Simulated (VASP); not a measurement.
Crystal: MgZrH4.

```
Mg Zr H
1.0
     3.24081    0.00000    0.00000
     0.00000    3.24081    0.00000
     0.00000    0.00000    5.05583
Mg Zr H
1 1 4
Direct
  0.00000 0.00000 0.00000
  0.50000 0.50000 0.50000
  0.50000 0.00000 0.24176
  0.50000 0.00000 0.75824
  0.00000 0.50000 0.24176
  0.00000 0.50000 0.75824
```

The cell was built from a structure type or drawn by symmetry, and may not be a known phase.

| Property | Result |
| --- | --- |
| Program | VASP 6.6.1 |
| Task | relaxation of cell and atoms |
| Functional | PBE |
| Potentials or basis | VASP PAW PBE potentials, release 64 (Mg, Zr_sv, H) |
| Cutoff | 600 eV |
| k mesh | 10 × 10 × 6 |
| Occupations | gaussian, width 0.1 eV |
| Spin | no spin polarisation |

At the start: pressure 0.2 GPa; volume 8.85 Å³/atom.

Problem. How do energy, volume and symmetry change on relaxing?

Solution. Over 8 steps the energy falls by 4.2 meV/atom and the volume is 8.93 Å³/atom (+0.9 %); space group P4/mmm (No. 123, to 0.1 Å) before and after.

The path:
| step | energy change (eV) | largest force (eV/Å) | pressure (GPa) | volume (Å³) |
| --- | --- | --- | --- | --- |
| 1 | 0.0000 | 0.1115 | 0.16 | 53.10 |
| 2 | -0.0104 | 0.0884 | 0.18 | 53.17 |
| 3 | -0.0248 | 0.0241 | 0.21 | 53.35 |
| 4 | -0.0252 | 0.0146 | 0.23 | 53.38 |
| 5 | -0.0253 | 0.0123 | 0.24 | 53.38 |
| 6 | -0.0252 | 0.0081 | 0.24 | 53.39 |
| 7 | -0.0253 | 0.0109 | 0.25 | 53.39 |
| 8 | -0.0254 | 0.0099 | -0.09 | 53.57 |

Final structure:
```cif
data_structure
_symmetry_space_group_name_H-M 'P 1'
_symmetry_Int_Tables_number 1
_cell_length_a 3.3054
_cell_length_b 3.3054
_cell_length_c 4.9034
_cell_angle_alpha 90.000
_cell_angle_beta 90.000
_cell_angle_gamma 90.000
_cell_volume 53.57
loop_
_atom_site_label
_atom_site_type_symbol
_atom_site_fract_x
_atom_site_fract_y
_atom_site_fract_z
_atom_site_occupancy
Mg1 Mg 0.00000 0.00000 0.00000 1
Zr1 Zr 0.50000 0.50000 0.50000 1
H1 H 0.50000 0.00000 0.24706 1
H2 H 0.50000 0.00000 0.75294 1
H3 H 0.00000 0.50000 0.24706 1
H4 H 0.00000 0.50000 0.75294 1
```
